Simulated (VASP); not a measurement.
# SiNi3 (Pm-3m) in VASP: single point with PBE

Aim: the single point of SiNi3 with PBE.

Program: VASP 6.6.1. These are calculated values, not measurements. Logs are shortened: lines on timing, memory, paths and dates and some standing lists are left out, and cuts for length are marked.

## Step 1: The cell of the first run

Symmetry: Pm-3m, No. 221, cubic system. The conventional cell has a = 3.542 Å, b = 3.542 Å, c = 3.542 Å, α = 90.00°, β = 90.00°, γ = 90.00°. Within 3.3 Å of Si (site symmetry m-3m) lie 12 Ni at 2.50 Å. Ni (site symmetry 4/mmm) has 4 Si at 2.50 Å and 8 Ni at 2.50 Å within 3.3 Å.

## Step 2: Single point, PBE, collinear spin, ferromagnetic start

The input, INCAR:

```
SYSTEM = SiNi3
PREC = Accurate
ENCUT = 520
EDIFF = 1E-7
ISMEAR = -1
SIGMA = 0.05
LREAL = .FALSE.
LASPH = .TRUE.
NELM = 150
ALGO = Normal
ISIF = 2
LWAVE = .FALSE.
LCHARG = .FALSE.
ISPIN = 2
MAGMOM = 0 1.5 1.5 1.5
LORBIT = 11
LMAXMIX = 4
GGA = PE
NBANDS = 29
```

The input, KPOINTS:

```
regular mesh
0
G
  7 7 7
  0 0 0
```

The input, POSCAR:

```
SiNi3
1.0
    3.5420000000      0.0000000000      0.0000000000
    0.0000000000      3.5420000000      0.0000000000
    0.0000000000      0.0000000000      3.5420000000
Si Ni
1 3
Direct
    0.0000000000      0.0000000000      0.0000000000
    0.0000000000      0.5000000000      0.5000000000
    0.5000000000      0.0000000000      0.5000000000
    0.5000000000      0.5000000000      0.0000000000
```

Potentials or basis: VASP PAW PBE potentials, release 64 (Si, Ni).

The run is started by

```
$ cat potpaw_PBE.64/Si/POTCAR potpaw_PBE.64/Ni/POTCAR > POTCAR
$ mpirun -np 1 vasp_std > vasp.out
```

OUTCAR:

```text
SYSTEM = SiNi3
   PREC = Accurate
   ENCUT = 520
   EDIFF = 1E-7
   ISMEAR = -1
   LREAL = .FALSE.
   LASPH = .TRUE.
   NELM = 150
   ISIF = 2
   ISPIN = 2
   LORBIT = 11
   GGA = PE

 ion  position               nearest neighbor table
   1  0.000  0.000  0.000-   2 2.50   3 2.50   4 2.50   2 2.50   3 2.50   2 2.50   4 2.50   2 2.50
                             3 2.50   4 2.50   3 2.50   4 2.50
   2  0.000  0.500  0.500-   1 2.50   3 2.50   4 2.50   1 2.50   4 2.50   1 2.50   3 2.50   1 2.50
                             3 2.50   4 2.50   4 2.50   3 2.50
   3  0.500  0.000  0.500-   1 2.50   2 2.50   4 2.50   1 2.50   4 2.50   2 2.50   4 2.50   4 2.50
                             1 2.50   2 2.50   1 2.50   2 2.50
   4  0.500  0.500  0.000-   1 2.50   2 2.50   3 2.50   2 2.50   3 2.50   1 2.50   3 2.50   3 2.50
                             1 2.50   2 2.50   2 2.50   1 2.50

  LATTYP: Found a simple cubic cell.
 ALAT       =     3.5420000000

  Lattice vectors:

 A1 = (   3.5420000000,   0.0000000000,   0.0000000000)
 A2 = (   0.0000000000,   3.5420000000,   0.0000000000)
 A3 = (   0.0000000000,   0.0000000000,   3.5420000000)

Analysis of symmetry for initial positions (statically):
=====================================================================
 Subroutine PRICEL returns:
 Original cell was already a primitive cell.

 Routine SETGRP: Setting up the symmetry group for a
 simple cubic supercell.

 Subroutine GETGRP returns: Found 48 space group operations
 (whereof 48 operations were pure point group operations)
 out of a pool of 48 trial point group operations.

The static configuration has the point symmetry O_h .

Analysis of symmetry for dynamics (positions and initial velocities):
=====================================================================
 Subroutine PRICEL returns:
 Original cell was already a primitive cell.

 Routine SETGRP: Setting up the symmetry group for a
 simple cubic supercell.

 Subroutine GETGRP returns: Found 48 space group operations
 (whereof 48 operations were pure point group operations)
 out of a pool of 48 trial point group operations.

The dynamic configuration has the point symmetry O_h .

Analysis of structural, dynamic, and magnetic symmetry:
=====================================================================
 Subroutine PRICEL returns:
 Original cell was already a primitive cell.

 Routine SETGRP: Setting up the symmetry group for a
 simple cubic supercell.

 Subroutine GETGRP returns: Found 48 space group operations
 (whereof 48 operations were pure point group operations)
 out of a pool of 48 trial point group operations.

The overall configuration has the point symmetry O_h .

 Subroutine INISYM returns: Found 48 space group operations
 (whereof 48 operations are pure point group operations),
 and found     1 'primitive' translations

----------------------------------------------------------------------------------------

                                     Primitive cell

  volume of cell :      44.4371

  direct lattice vectors                    reciprocal lattice vectors
     3.542000000  0.000000000  0.000000000     0.282326369  0.000000000  0.000000000
     0.000000000  3.542000000  0.000000000     0.000000000  0.282326369  0.000000000
     0.000000000  0.000000000  3.542000000     0.000000000  0.000000000  0.282326369

  length of vectors
     3.542000000  3.542000000  3.542000000     0.282326369  0.282326369  0.282326369

  position of ions in fractional coordinates (direct lattice)
     0.000000000  0.000000000  0.000000000
     0.000000000  0.500000000  0.500000000
     0.500000000  0.000000000  0.500000000
     0.500000000  0.500000000  0.000000000

  ion indices of the primitive-cell ions
   primitive index   ion index
                 1           1
                 2           2
                 3           3
                 4           4

----------------------------------------------------------------------------------------

 KPOINTS: regular mesh

Automatic generation of k-mesh.
 Grid dimensions read from file:
 generate k-points for:    7    7    7

 Generating k-lattice:

  Cartesian coordinates                     Fractional coordinates (reciprocal lattice)
     0.040332338  0.000000000  0.000000000     0.142857143  0.000000000  0.000000000
     0.000000000  0.040332338  0.000000000     0.000000000  0.142857143  0.000000000
     0.000000000  0.000000000  0.040332338     0.000000000  0.000000000  0.142857143

  Length of vectors
     0.040332338  0.040332338  0.040332338

  Shift w.r.t. Gamma in fractional coordinates (k-lattice)
     0.000000000  0.000000000  0.000000000

 Subroutine IBZKPT returns following result:
 ===========================================

 Found     20 irreducible k-points:

 Following reciprocal coordinates:
            Coordinates               Weight
  0.000000  0.000000  0.000000      1.000000
  0.142857  0.000000  0.000000      6.000000
  0.285714  0.000000  0.000000      6.000000
  0.428571  0.000000  0.000000      6.000000
  0.142857  0.142857  0.000000     12.000000
  0.285714  0.142857  0.000000     24.000000
[... 12 lines left out ...]
  0.428571  0.428571  0.285714     24.000000
  0.428571  0.428571  0.428571      8.000000
   k-points           NKPTS =     20   k-points in BZ     NKDIM =     20   number of bands    NBANDS=     29
   number of dos      NEDOS =    301   number of ions     NIONS =      4
   total plane-waves  NPLWV =  21952
   dimension x,y,z NGX =    28 NGY =   28 NGZ =   28
   dimension x,y,z NGXF=    56 NGYF=   56 NGZF=   56
   ions per type =               1   3
   NGX,Y,Z   is equivalent  to a cutoff of  13.14, 13.14, 13.14 a.u.
   NGXF,Y,Z  is equivalent  to a cutoff of  26.28, 26.28, 26.28 a.u.
 SYSTEM =  SiNi3
   PREC   = accura    normal or accurate (medium, high low for compatibility)
   ISTART =      0    job   : 0-new  1-cont  2-samecut
   ICHARG =      2    charge: 1-file 2-atom 10-const
   ISPIN  =      2    spin polarized calculation?
   LNONCOLLINEAR =      F non collinear calculations
   LSORBIT =      F    spin-orbit coupling
   LASPH  =      T    aspherical Exc in radial PAW
   ENCUT  =  520.0 eV  38.22 Ry    6.18 a.u.   6.59  6.59  6.59*2*pi/ulx,y,z
   NELM   =    150;   NELMIN=  2; NELMDL= -5     # of ELM steps
   EDIFF  = 0.1E-06   stopping-criterion for ELM
   LREAL  =      F    real-space projection
   EDIFFG = 0.1E-05   stopping-criterion for IOM
   NSW    =      0    number of steps for IOM
   IBRION =     -1    ionic relax: 0-MD 1-quasi-New 2-CG
   NFREE  =      0    steps in history (QN), initial steepest desc. (CG)
   ISIF   =      2    stress and relaxation
   ISYM   =      2    0-nonsym 1-usesym 2-fastsym
   POTIM  = 0.5000    time-step for ionic-motion
   TEBEG  =    0.0;   TEEND  =   0.0 temperature during run
   PSTRESS=    0.0 pullay stress
   NELECT =      34.0000    total number of electrons
   NUPDOWN=      -1.0000    fix difference up-down
   EMIN   =  10.00;   EMAX   =-10.00  energy-range for DOS
   EFERMI =   0.00;   METHOD = LEGACY
   ISMEAR =    -1;   SIGMA  =   0.05  broadening in eV -4-tet -1-fermi 0-gaus
   EFERMI_NEDOS =   21; number of points for ismear=-14 and -15
   IALGO  =     38    algorithm
   IMIX   =      4    mixing-type and parameters
     AMIX     =   0.40;   BMIX     =  1.00
     AMIX_MAG =   1.60;   BMIX_MAG =  1.00
  volume/ion in A,a.u.               =      11.11        74.97
  Fermi-wavevector in a.u.,A,eV,Ry     =   1.497336  2.829555 30.504465  2.242015
  Thomas-Fermi vector in A             =   2.609237
   LORBIT       =     11    0 simple, 1 ext, 2 COOP (PROOUT), +10 PAW based schemes
   GGA     = PE    functional components
   LHFCALC =     F    Hartree Fock is set to
   AEXX    =    0.0000 exact exchange contribution
   IVDW    =     0    specifies the selected vdW correction
   LEPSILON=     F    determine dielectric tensor
   LRPA    =     F    only Hartree local field effects (RPA)
 spin polarized calculation
  energy-cutoff  :      520.00
  volume of cell :       44.44
 maximum number of plane-waves:      1217
 NGX is ok and might be reduce to    28
   NGX = 13   NGY = 13   NGZ = 13

 number of electron      33.9999988 magnetization       0.0002035

 number of electron      33.9999988 magnetization      -0.0001058

 Free energy of the ion-electron system (eV)
  ---------------------------------------------------
  ext. energy  EPLUGINS =         0.00000000
  ---------------------------------------------------
  free energy    TOTEN  =       -23.66698815 eV

  energy without entropy =      -23.65246428  energy(sigma->0) =      -23.65972621

 E-fermi :  10.2122     XC(G=0): -12.9308

 val. band max:       10.1209949807   @ k =   0.1429   0.1429   0.1429
 cond. band min:      10.2307246537   @ k =   0.0000   0.0000   0.0000
 fundamental gap:      0.1097296730
 Fermi energy:        10.2122314746

 spin component 1

 k-point     1 :       0.0000    0.0000    0.0000
  band No.  band energies     occupation
      1      -1.4829      1.00000
      2       5.5255      1.00000
      3       6.3342      1.00000
      4       6.3342      1.00000
      5       6.8315      1.00000
      6       6.8315      1.00000
[... 21 lines left out ...]
     28      24.0219      0.00000
     29      24.0264      0.00000

 k-point     2 :       0.1429    0.0000    0.0000
  band No.  band energies     occupation
      1      -1.2516      1.00000
      2       5.4976      1.00000
      3       6.0379      1.00000
      4       6.4948      1.00000
      5       6.8060      1.00000
      6       6.8060      1.00000
[... 21 lines left out ...]
     28      23.0613      0.00000
     29      23.9598      0.00000

 k-point     3 :       0.2857    0.0000    0.0000
  band No.  band energies     occupation
      1      -0.5914      1.00000
      2       4.3908      1.00000
      3       6.1394      1.00000
      4       6.7145      1.00000
      5       6.7145      1.00000
      6       6.9185      1.00000
[... 509 lines left out ...]
      4       6.3009      1.00000
      5       6.6416      1.00000
      6       7.2349      1.00000
[... 21 lines left out ...]
     28      27.3711      0.00000
     29      28.1954      0.00000

 k-point    20 :       0.4286    0.4286    0.4286
  band No.  band energies     occupation
      1       2.1596      1.00000
      2       5.3977      1.00000
      3       5.9429      1.00000
      4       5.9429      1.00000
      5       6.7859      1.00000
      6       6.7859      1.00000
[... 21 lines left out ...]
     28      28.1313      0.00000
     29      29.2360      0.00000
 Fermi energy:        10.2122314746

 spin component 2

 k-point     1 :       0.0000    0.0000    0.0000
  band No.  band energies     occupation
      1      -1.4829      1.00000
      2       5.5255      1.00000
      3       6.3342      1.00000
      4       6.3342      1.00000
      5       6.8315      1.00000
      6       6.8315      1.00000
[... 21 lines left out ...]
     28      24.0262      0.00000
     29      24.0264      0.00000

 k-point     2 :       0.1429    0.0000    0.0000
  band No.  band energies     occupation
      1      -1.2516      1.00000
      2       5.4976      1.00000
      3       6.0379      1.00000
      4       6.4948      1.00000
      5       6.8060      1.00000
      6       6.8060      1.00000
[... 21 lines left out ...]
     28      23.0613      0.00000
     29      23.9598      0.00000

 k-point     3 :       0.2857    0.0000    0.0000
  band No.  band energies     occupation
      1      -0.5914      1.00000
      2       4.3908      1.00000
      3       6.1394      1.00000
      4       6.7145      1.00000
      5       6.7145      1.00000
      6       6.9185      1.00000
[... 510 lines left out ...]
      5       6.6416      1.00000
      6       7.2348      1.00000
[... 21 lines left out ...]
     28      27.3711      0.00000
     29      28.1954      0.00000

 k-point    20 :       0.4286    0.4286    0.4286
  band No.  band energies     occupation
      1       2.1596      1.00000
      2       5.3977      1.00000
      3       5.9429      1.00000
      4       5.9429      1.00000
      5       6.7859      1.00000
      6       6.7859      1.00000
[... 21 lines left out ...]
     28      28.1313      0.00000
     29      29.2360      0.00000

------------------------ aborting loop because EDIFF is reached ----------------------------------------

  FORCE on cell =-STRESS in cart. coord.  units (eV):
  Direction    XX          YY          ZZ          XY          YZ          ZX
  --------------------------------------------------------------------------------------
  -------------------------------------------------------------------------------------
  Total       -1.6587221     -1.6587221     -1.6587221     -0.0000000      0.0000000     -0.0000000
  in kB      -59.8051443    -59.8051443    -59.8051443     -0.0000000      0.0000000     -0.0000000
  external PRESSURE =     -59.8051443 kB  Pullay stress =       0.0000000 kB

 VOLUME and BASIS-vectors are now :
 -----------------------------------------------------------------------------
  energy-cutoff  :      520.00
  volume of cell :       44.44
      direct lattice vectors                 reciprocal lattice vectors
     3.542000000  0.000000000  0.000000000     0.282326369  0.000000000  0.000000000
     0.000000000  3.542000000  0.000000000     0.000000000  0.282326369  0.000000000
     0.000000000  0.000000000  3.542000000     0.000000000  0.000000000  0.282326369

 POSITION                                       TOTAL-FORCE (eV/Angst)
 -----------------------------------------------------------------------------------
      0.00000      0.00000      0.00000         0.000000      0.000000      0.000000
      0.00000      1.77100      1.77100         0.000000      0.000000      0.000000
      1.77100      0.00000      1.77100         0.000000      0.000000      0.000000
      1.77100      1.77100      0.00000         0.000000      0.000000      0.000000
 -----------------------------------------------------------------------------------
    total drift:                                0.000000      0.000000      0.000000

  FREE ENERGIE OF THE ION-ELECTRON SYSTEM (eV)
  ---------------------------------------------------
  free  energy   TOTEN  =       -23.6669881499 eV

  energy  without entropy=      -23.6524642754  energy(sigma->0) =      -23.65972621

 total charge

# of ion       s       p       d       tot
------------------------------------------
    1        0.730   0.804   0.000   1.534
    2        0.471   0.539   8.394   9.404
    3        0.471   0.539   8.394   9.404
    4        0.471   0.539   8.394   9.404
--------------------------------------------------
tot          2.143   2.420  25.183  29.747

 magnetization (x)

# of ion       s       p       d       tot
------------------------------------------
    1       -0.000   0.000   0.000   0.000
    2        0.000   0.000  -0.000  -0.000
    3        0.000   0.000  -0.000  -0.000
    4        0.000   0.000  -0.000  -0.000
--------------------------------------------------
tot          0.000   0.000  -0.000  -0.000
```

Run time: 1.9 min. Hardware: 1 thread of AMD EPYC 7R13, shared host; peak memory 0.16 GiB.

What came out:

* Free energy: -23.6670 eV
* Pressure: -6.0 GPa
* Band gap on the k mesh: zero (filled and empty bands overlap)
* Net moment: 0.00 μB per cell
* Valence electrons inside the program's atomic spheres: Si 1.53; Ni 9.40

Caveat: the starting moments collapsed, and a magnetic state may lie lower.
